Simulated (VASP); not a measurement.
# Ru (P6_3/mmc) in VASP: settings compared

The runs below take Ru through single point, with LDA, PBEsol, PBE.

All numbers are computed with VASP 6.6.1; they aren't measurements. Logs are shortened: lines on timing, memory, paths and dates and some standing lists are left out, and cuts for length are marked.

### Step 1. The cell of the first run

The structure is hexagonal, space group P6_3/mmc (No. 194). Conventional cell: a = 2.675 Å, b = 2.675 Å, c = 4.223 Å, α = 90.00°, β = 90.00°, γ = 120.00°. Ru (site symmetry -6m2) has 12 Ru at 2.62 to 2.68 Å within 3.5 Å.

### Step 2. Single point, LDA

Input file INCAR:

```
SYSTEM = Ru
PREC     = Accurate       ! precision mode
ENCUT    = 520            ! plane-wave cutoff, eV
EDIFF    = 1E-6           ! SCF threshold, eV
ISMEAR   = 1              ! smearing method
SIGMA    = 0.1            ! smearing width, eV
LREAL    = .FALSE.        ! projectors in reciprocal space
LASPH    = .TRUE.         ! aspherical terms in the spheres
NELM     = 80             ! most SCF steps
ALGO     = Normal         ! electronic algorithm
ISIF     = 2              ! what is computed and relaxed
LWAVE    = .FALSE.        ! write WAVECAR
LCHARG   = .FALSE.        ! write CHGCAR
NBANDS   = 21             ! bands
```

Input file KPOINTS:

```
Automatic mesh
0
G
  23 23 13
  0 0 0
```

Input file POSCAR:

```
Ru
1.0
    2.6750546290      0.0000000000      0.0000000000
   -1.3375273145      2.3166652652      0.0000000000
    0.0000000000      0.0000000000      4.2228375921
Ru
2
Direct
    0.0000000000      0.0000000000      0.0000000000
    0.3333333333      0.6666666667      0.5000000000
```

Potentials or basis: VASP PAW LDA potentials, release 64 (Ru_pv).

The run is started by

```
> cat potpaw_LDA.64/Ru_pv/POTCAR > POTCAR
> mpirun -np 1 vasp_std > vasp.out
```

OUTCAR:

```text
SYSTEM = Ru
   PREC = Accurate
   ENCUT = 520
   EDIFF = 1E-6
   ISMEAR = 1
   LREAL = .FALSE.
   LASPH = .TRUE.
   NELM = 80
   ISIF = 2

 ion  position               nearest neighbor table
   1  0.000  0.000  0.000-   2 2.62   2 2.62   2 2.62   2 2.62   2 2.62   2 2.62
   2  0.333  0.667  0.500-   1 2.62   1 2.62   1 2.62   1 2.62   1 2.62   1 2.62

  LATTYP: Found a hexagonal cell.
 ALAT       =     2.6750546290
 C/A-ratio  =     1.5785986373

  Lattice vectors:

 A1 = (   2.6750546290,   0.0000000000,   0.0000000000)
 A2 = (  -1.3375273145,   2.3166652652,   0.0000000000)
 A3 = (   0.0000000000,   0.0000000000,   4.2228375921)

Analysis of symmetry for initial positions (statically):
=====================================================================
 Subroutine PRICEL returns:
 Original cell was already a primitive cell.

 Routine SETGRP: Setting up the symmetry group for a
 hexagonal supercell.

 Subroutine GETGRP returns: Found 24 space group operations
 (whereof 12 operations were pure point group operations)
 out of a pool of 24 trial point group operations.

The static configuration has the point symmetry D_3h.
 The point group associated with its full space group is D_6h.

Analysis of symmetry for dynamics (positions and initial velocities):
=====================================================================
 Subroutine PRICEL returns:
 Original cell was already a primitive cell.

 Routine SETGRP: Setting up the symmetry group for a
 hexagonal supercell.

 Subroutine GETGRP returns: Found 24 space group operations
 (whereof 12 operations were pure point group operations)
 out of a pool of 24 trial point group operations.

The dynamic configuration has the point symmetry D_3h.
 The point group associated with its full space group is D_6h.

 Subroutine INISYM returns: Found 24 space group operations
 (whereof 12 operations are pure point group operations),
 and found     1 'primitive' translations

----------------------------------------------------------------------------------------

                                     Primitive cell

  volume of cell :      26.1698

  direct lattice vectors                    reciprocal lattice vectors
     2.675054629  0.000000000  0.000000000     0.373824141  0.215827469  0.000000000
    -1.337527314  2.316665265  0.000000000     0.000000000  0.431654937  0.000000000
     0.000000000  0.000000000  4.222837592     0.000000000  0.000000000  0.236807592

  length of vectors
     2.675054629  2.675054629  4.222837592     0.431654937  0.431654937  0.236807592

  position of ions in fractional coordinates (direct lattice)
     0.000000000  0.000000000  0.000000000
     0.333333333  0.666666667  0.500000000

  ion indices of the primitive-cell ions
   primitive index   ion index
                 1           1
                 2           2

----------------------------------------------------------------------------------------

 KPOINTS: Automatic mesh

Automatic generation of k-mesh.
 Grid dimensions read from file:
 generate k-points for:   23   23   13

 Generating k-lattice:

  Cartesian coordinates                     Fractional coordinates (reciprocal lattice)
     0.016253224  0.009383803  0.000000000     0.043478261  0.000000000  0.000000000
     0.000000000  0.018767606  0.000000000     0.000000000  0.043478261  0.000000000
     0.000000000  0.000000000  0.018215969     0.000000000  0.000000000  0.076923077

  Length of vectors
     0.018767606  0.018767606  0.018215969

  Shift w.r.t. Gamma in fractional coordinates (k-lattice)
     0.000000000  0.000000000  0.000000000

 Subroutine IBZKPT returns following result:
 ===========================================

 Found    392 irreducible k-points:

 Following reciprocal coordinates:
            Coordinates               Weight
  0.000000  0.000000  0.000000      1.000000
  0.043478 -0.000000  0.000000      6.000000
  0.086957 -0.000000  0.000000      6.000000
  0.130435  0.000000  0.000000      6.000000
  0.173913 -0.000000  0.000000      6.000000
  0.217391 -0.000000  0.000000      6.000000
[... 16 lines left out ...]
  0.478261  0.043478  0.000000      6.000000
  0.086957  0.086957  0.000000      6.000000
 [... further k-points ...]
   k-points           NKPTS =    392   k-points in BZ     NKDIM =    392   number of bands    NBANDS=     21
   number of dos      NEDOS =    301   number of ions     NIONS =      2
   total plane-waves  NPLWV =  12800
   dimension x,y,z NGX =    20 NGY =   20 NGZ =   32
   dimension x,y,z NGXF=    40 NGYF=   40 NGZF=   64
   ions per type =               2
   NGX,Y,Z   is equivalent  to a cutoff of  12.43, 12.43, 12.60 a.u.
   NGXF,Y,Z  is equivalent  to a cutoff of  24.86, 24.86, 25.20 a.u.
 SYSTEM =  Ru
   PREC   = accura    normal or accurate (medium, high low for compatibility)
   ISTART =      0    job   : 0-new  1-cont  2-samecut
   ICHARG =      2    charge: 1-file 2-atom 10-const
   ISPIN  =      1    spin polarized calculation?
   LNONCOLLINEAR =      F non collinear calculations
   LSORBIT =      F    spin-orbit coupling
   LASPH  =      T    aspherical Exc in radial PAW
   ENCUT  =  520.0 eV  38.22 Ry    6.18 a.u.   4.97  4.97  7.85*2*pi/ulx,y,z
   NELM   =     80;   NELMIN=  2; NELMDL= -5     # of ELM steps
   EDIFF  = 0.1E-05   stopping-criterion for ELM
   LREAL  =      F    real-space projection
   EDIFFG = 0.1E-04   stopping-criterion for IOM
   NSW    =      0    number of steps for IOM
   IBRION =     -1    ionic relax: 0-MD 1-quasi-New 2-CG
   NFREE  =      0    steps in history (QN), initial steepest desc. (CG)
   ISIF   =      2    stress and relaxation
   ISYM   =      2    0-nonsym 1-usesym 2-fastsym
   POTIM  = 0.5000    time-step for ionic-motion
   TEBEG  =    0.0;   TEEND  =   0.0 temperature during run
   PSTRESS=    0.0 pullay stress
   NELECT =      28.0000    total number of electrons
   NUPDOWN=      -1.0000    fix difference up-down
   EMIN   =  10.00;   EMAX   =-10.00  energy-range for DOS
   EFERMI =   0.00;   METHOD = LEGACY
   ISMEAR =     1;   SIGMA  =   0.10  broadening in eV -4-tet -1-fermi 0-gaus
   EFERMI_NEDOS =   21; number of points for ismear=-14 and -15
   IALGO  =     38    algorithm
   IMIX   =      4    mixing-type and parameters
     AMIX     =   0.40;   BMIX     =  1.00
     AMIX_MAG =   1.60;   BMIX_MAG =  1.00
  volume/ion in A,a.u.               =      13.08        88.30
  Fermi-wavevector in a.u.,A,eV,Ry     =   1.674406  3.164168 38.145770  2.803635
  Thomas-Fermi vector in A             =   2.759207
   LORBIT       =      0    0 simple, 1 ext, 2 COOP (PROOUT), +10 PAW based schemes
   GGA     = CA    functional components
   LHFCALC =     F    Hartree Fock is set to
   AEXX    =    0.0000 exact exchange contribution
   IVDW    =     0    specifies the selected vdW correction
   LEPSILON=     F    determine dielectric tensor
   LRPA    =     F    only Hartree local field effects (RPA)
 non-spin polarized calculation
 Methfessel and Paxton  Order N= 1 SIGMA  =   0.10
  energy-cutoff  :      520.00
  volume of cell :       26.17
 maximum number of plane-waves:       726
 NGX is ok and might be reduce to    20
   NGX =  9   NGY =  9   NGZ = 15

 number of electron      27.9999996 magnetization

 Free energy of the ion-electron system (eV)
  ---------------------------------------------------
  ext. energy  EPLUGINS =         0.00000000
  ---------------------------------------------------
  free energy    TOTEN  =       -21.39253492 eV

  energy without entropy =      -21.39282386  energy(sigma->0) =      -21.39263123

 E-fermi :  13.4068     XC(G=0): -14.6090

 val. band max:       13.4040163480   @ k =   0.0435  -0.0000   0.3846
 cond. band min:      13.4214661233   @ k =   0.0000   0.0000   0.3846
 fundamental gap:      0.0174497753
 Fermi energy:        13.4068106097

 k-point     1 :       0.0000    0.0000    0.0000
  band No.  band energies     occupation
      1     -30.2296      2.00000
      2     -29.1633      2.00000
      3     -29.1633      2.00000
      4     -28.9673      2.00000
      5     -28.9673      2.00000
      6     -28.9112      2.00000
[... 13 lines left out ...]
     20      23.3171      0.00000
     21      24.1627      0.00000

 k-point     2 :       0.0435   -0.0000    0.0000
  band No.  band energies     occupation
      1     -30.2221      2.00000
      2     -29.1792      2.00000
      3     -29.1687      2.00000
      4     -28.9839      2.00000
      5     -28.9694      2.00000
      6     -28.9147      2.00000
[... 13 lines left out ...]
     20      23.3170      0.00000
     21      24.1523      0.00000

 k-point     3 :       0.0870   -0.0000    0.0000
  band No.  band energies     occupation
      1     -30.2001      2.00000
      2     -29.2258      2.00000
      3     -29.1844      2.00000
      4     -29.0324      2.00000
      5     -28.9756      2.00000
      6     -28.9250      2.00000
[... 13 lines left out ...]
     20      23.3170      0.00000
     21      24.1183      0.00000

 k-point     4 :       0.1304    0.0000    0.0000
  band No.  band energies     occupation
      1     -30.1643      2.00000
      2     -29.2996      2.00000
      3     -29.2088      2.00000
      4     -29.1082      2.00000
      5     -28.9859      2.00000
      6     -28.9424      2.00000
[... 13 lines left out ...]
     20      23.3169      0.00000
     21      24.0557      0.00000

 k-point     5 :       0.1739   -0.0000    0.0000
  band No.  band energies     occupation
      1     -30.1161      2.00000
      2     -29.3951      2.00000
      3     -29.2396      2.00000
      4     -29.2046      2.00000
      5     -28.9999      2.00000
      6     -28.9667      2.00000
[... 13 lines left out ...]
     20      23.3169      0.00000
     21      23.9646      0.00000

 k-point     6 :       0.2174   -0.0000    0.0000
  band No.  band energies     occupation
      1     -30.0572      2.00000
      2     -29.5051      2.00000
      3     -29.3135      2.00000
      4     -29.2742      2.00000
      5     -29.0167      2.00000
      6     -28.9980      2.00000
[... 13 lines left out ...]
     20      23.3169      0.00000
     21      23.8538      0.00000

 k-point     7 :       0.2609    0.0000    0.0000
  band No.  band energies     occupation
      1     -29.9900      2.00000
      2     -29.6216      2.00000
      3     -29.4263      2.00000
      4     -29.3101      2.00000
      5     -29.0357      2.00000
      6     -29.0351      2.00000
[... 13 lines left out ...]
     20      23.3168      0.00000
     21      23.7386      0.00000
[... 291 lines left out ...]
      1     -29.8805      2.00000
      2     -29.8037      2.00000
      3     -29.6739      2.00000
      4     -29.3941      2.00000
      5     -29.1540      2.00000
      6     -29.0883      2.00000
[... 13 lines left out ...]
     20      23.3178      0.00000
     21      24.1332      0.00000

 k-point    21 :       0.3913    0.0435    0.0000
  band No.  band energies     occupation
      1     -29.9528      2.00000
      2     -29.7382      2.00000
      3     -29.7378      2.00000
      4     -29.4174      2.00000
      5     -29.2009      2.00000
      6     -29.1011      2.00000
[... 13 lines left out ...]
     20      23.3165      0.00000
     21      24.4622      0.00000

 k-point    22 :       0.4348    0.0435    0.0000
  band No.  band energies     occupation
      1     -29.9983      2.00000
      2     -29.7779      2.00000
      3     -29.6898      2.00000
      4     -29.4320      2.00000
      5     -29.2375      2.00000
      6     -29.1093      2.00000
[... 13 lines left out ...]
     20      23.3160      0.00000
     21      24.6662      0.00000

 k-point    23 :       0.4783    0.0435    0.0000
  band No.  band energies     occupation
      1     -30.0138      2.00000
      2     -29.7915      2.00000
      3     -29.6713      2.00000
      4     -29.4369      2.00000
      5     -29.2521      2.00000
      6     -29.1120      2.00000
[... 13 lines left out ...]
     20      23.3156      0.00000
     21      24.7915      0.00000

 k-point    24 :       0.0870    0.0870    0.0000
  band No.  band energies     occupation
      1     -30.1433      2.00000
      2     -29.3287      2.00000
      3     -29.2518      2.00000
      4     -29.1256      2.00000
      5     -29.0012      2.00000
      6     -28.9529      2.00000
[... 13 lines left out ...]
     20      23.3170      0.00000
     21      24.0199      0.00000

 [... further k-points ...]

------------------------ aborting loop because EDIFF is reached ----------------------------------------

  FORCE on cell =-STRESS in cart. coord.  units (eV):
  Direction    XX          YY          ZZ          XY          YZ          ZX
  --------------------------------------------------------------------------------------
  -------------------------------------------------------------------------------------
  Total        0.1537646      0.1537646      0.1677305      0.0000000     -0.0000000      0.0000000
  in kB        9.4138336      9.4138336     10.2688639      0.0000000     -0.0000000      0.0000000
  external PRESSURE =       9.6988437 kB  Pullay stress =       0.0000000 kB

 VOLUME and BASIS-vectors are now :
 -----------------------------------------------------------------------------
  energy-cutoff  :      520.00
  volume of cell :       26.17
      direct lattice vectors                 reciprocal lattice vectors
     2.675054629  0.000000000  0.000000000     0.373824141  0.215827469  0.000000000
    -1.337527314  2.316665265  0.000000000     0.000000000  0.431654937  0.000000000
     0.000000000  0.000000000  4.222837592     0.000000000  0.000000000  0.236807592

 POSITION                                       TOTAL-FORCE (eV/Angst)
 -----------------------------------------------------------------------------------
      0.00000      0.00000      0.00000         0.000000      0.000000      0.000000
     -0.00000      1.54444      2.11142        -0.000000      0.000000      0.000000
 -----------------------------------------------------------------------------------
    total drift:                                0.000000     -0.000000     -0.000000

  FREE ENERGIE OF THE ION-ELECTRON SYSTEM (eV)
  ---------------------------------------------------
  free  energy   TOTEN  =       -21.3925349168 eV

  energy  without entropy=      -21.3928238643  energy(sigma->0) =      -21.39263123
```

Run time: 2.4 min. Hardware: 1 thread of AMD EPYC 7R43 (Zen 3), shared host; peak memory 0.22 GiB.

Results:

```
Free energy            : -21.3925 eV
Pressure               : 1.0 GPa
Band gap on the k mesh : zero (bands 14 and 15 overlap by 3.35 eV)
```

Levels at points of the mesh, in eV from the Fermi level:
```
           k point  band 11  band 12  band 13  band 14  band 15  band 16  band 17  band 18
(0.00, 0.00, 0.00)    -2.58    -2.06    -2.06    -1.51    -1.51     1.24     1.24     1.35
```

### Step 3. Single point, PBEsol

This run uses another cell than the first one, of 13.32 Å³/atom.

Input file INCAR:

```
  ALGO = Normal
  EDIFF = 1E-7
  ENCUT = 520
  GGA = PS
  ISIF = 2
  ISMEAR = 1
  LASPH = True
  LCHARG = False
  LREAL = False
  LWAVE = False
  NBANDS = 21
  NELM = 80
  PREC = Accurate
  SIGMA = 0.1
```

Input file KPOINTS:

```
k-points
0
Gamma
  23 23 13
```

Input file POSCAR:

```
Ru
1.0
    2.6907711208      0.0000000000      0.0000000000
   -1.3453855604      2.3302761464      0.0000000000
    0.0000000000      0.0000000000      4.2477013432
Ru
2
Direct
    0.0000000000      0.0000000000      0.0000000000
    0.3333333333      0.6666666667      0.5000000000
```

Potentials or basis: VASP PAW PBE potentials, release 64 (Ru_pv).

The run is started by

```
> cat potpaw_PBE.64/Ru_pv/POTCAR > POTCAR
> mpirun -np 1 vasp_std > vasp.out
```

Wall time 3.2 min (1 thread of AMD EPYC 7R43 (Zen 3), shared host); peak memory 0.24 GiB.

Results (log left out):

- Free energy: -20.3445 eV
- Pressure: -0.1 GPa
- Band gap on the k mesh: zero (bands 14 and 15 overlap by 3.24 eV)

Levels at points of the mesh, in eV from the Fermi level:
| k point | band 12 | band 13 | band 14 | band 15 | band 16 | band 17 |
| --- | --- | --- | --- | --- | --- | --- |
| (0.00, 0.00, 0.00) | -2.00 | -2.00 | -1.47 | -1.47 | 1.21 | 1.21 |

Caveat: the PAW data sets were made with another functional, which shifts forces and pressure a little.

### Step 4. Single point, PBE

This run uses another cell than the first one, of 13.76 Å³/atom.

Input file INCAR:

```
PREC = Accurate
ENCUT = 520
EDIFF = 1E-6
ISMEAR = 1
SIGMA = 0.1
LREAL = F
LASPH = T
NELM = 100
ALGO = Normal
ISIF = 2
LWAVE = F
LCHARG = T
GGA = PE
LELF = T
LVHAR = T
NBANDS = 21
```

Input file KPOINTS:

```
regular mesh
0
Gamma
  23 23 13
```

Input file POSCAR:

```
Ru
1.0
    2.7211011481      0.0000000000      0.0000000000
   -1.3605505740      2.3565427205      0.0000000000
    0.0000000000      0.0000000000      4.2929619929
Ru
2
Direct
    0.0000000000      0.0000000000      0.0000000000
    0.3333333333      0.6666666667      0.5000000000
```

The run is started by

```
> cat potpaw_PBE.64/Ru_pv/POTCAR > POTCAR
> mpirun -np 1 vasp_std > vasp.out
```

Run time: 2.5 min. Hardware: 1 thread of AMD EPYC 7R43 (Zen 3), shared host; peak memory 0.24 GiB.

It converged, with:

```
Free energy            : -18.4704 eV
Pressure               : -0.1 GPa
Band gap on the k mesh : zero (bands 14 and 15 overlap by 3.09 eV)
```

Levels at points of the mesh, in eV from the Fermi level:
| k point | band 12 | band 13 | band 14 | band 15 | band 16 | band 17 |
| --- | --- | --- | --- | --- | --- | --- |
| (0.00, 0.00, 0.00) | -1.89 | -1.89 | -1.40 | -1.40 | 1.14 | 1.14 |

### Step 5. The runs side by side

```csv
level,potentials or basis,cell,gap on the mesh (eV),pressure (GPa)
LDA,"VASP PAW LDA potentials, release 64 (Ru_pv)","a = 2.675, b = 2.675, c = 4.223 Å, angles 90.0, 90.0, 120.0°, 2 atoms",none,1.0
PBEsol,"VASP PAW PBE potentials, release 64 (Ru_pv)","a = 2.691, b = 2.691, c = 4.248 Å, angles 90.0, 90.0, 120.0°, 2 atoms",none,-0.1
PBE,"VASP PAW PBE potentials, release 64 (Ru_pv)","a = 2.721, b = 2.721, c = 4.293 Å, angles 90.0, 90.0, 120.0°, 2 atoms",none,-0.1
```

Alike in all rows: task single point; no spin polarisation; k mesh 23 × 23 × 13; cutoff (eV) 520; smearing methfessel-paxton 0.1 eV.

Caveats: the PAW data sets were made with another functional, which shifts forces and pressure a little (at least some runs).

Total energies depend on the potentials used, so only differences within one code and one set of settings carry meaning.
